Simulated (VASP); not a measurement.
Set up this calculation in VASP 6.6.1, as the native input.

```
Task                   : relaxation of cell and atoms
Functional             : PBEsol
Potentials or basis    : VASP PAW PBE potentials, release 64 (Cs_sv)
Cutoff                 : 600 eV
k mesh                 : 11 × 11 × 11
Occupations            : fermi-dirac, width 0.05 eV
Spin                   : no spin polarisation
Target pressure        : 2.9 GPa
Dipole correction      : no
Further INCAR settings : ALGO = Normal; EDIFF = 1e-07; IBRION = 2; EDIFFG = -0.005; NSW = 32; ISIF = 3
```

The structure of Cs lies in POSCAR:

```
Cs
1.0
   -2.4409857976      2.4409857976      2.4409857976
    2.4409857976     -2.4409857976      2.4409857976
    2.4409857976      2.4409857976     -2.4409857976
Cs
1
Direct
    0.0000000000      0.0000000000      0.0000000000
```

One way to write it, as run:

INCAR

```
SYSTEM = Cs
PREC = Accurate
ENCUT = 600
EDIFF = 1E-7
ISMEAR = -1
SIGMA = 0.05
LREAL = .False.
LASPH = .True.
NELM = 100
ALGO = Normal
ISIF = 3
LWAVE = .False.
LCHARG = .False.
GGA = PS
IBRION = 2
NSW = 32
EDIFFG = -0.005
PSTRESS = 29.0
```

KPOINTS

```
regular mesh
0
Gamma
  11 11 11
  0 0 0
```

Potentials or basis: VASP PAW PBE potentials, release 64 (Cs_sv).

Command:

```sh
$ cat potpaw_PBE.64/Cs_sv/POTCAR > POTCAR
$ mpirun -np 1 vasp_std > vasp.out
```

It gave:

```json
{
  "Pressure after relaxing": "2.9 GPa",
  "Band gap on the k mesh": "zero (an odd number of electrons rules out a gap without spin polarisation)"
}
```

Caveat: the cell is relaxed towards a set pressure, so the run minimises the enthalpy, not the energy; the PAW data sets were made with another functional, which shifts forces and pressure a little; spin-orbit coupling is left out, which moves the levels of the heavy elements.

Wall time 14 s on 1 thread of Intel(R) Xeon(R) 6975P-C (Granite Rapids), with other jobs on the host, peak memory 0.2 GiB.
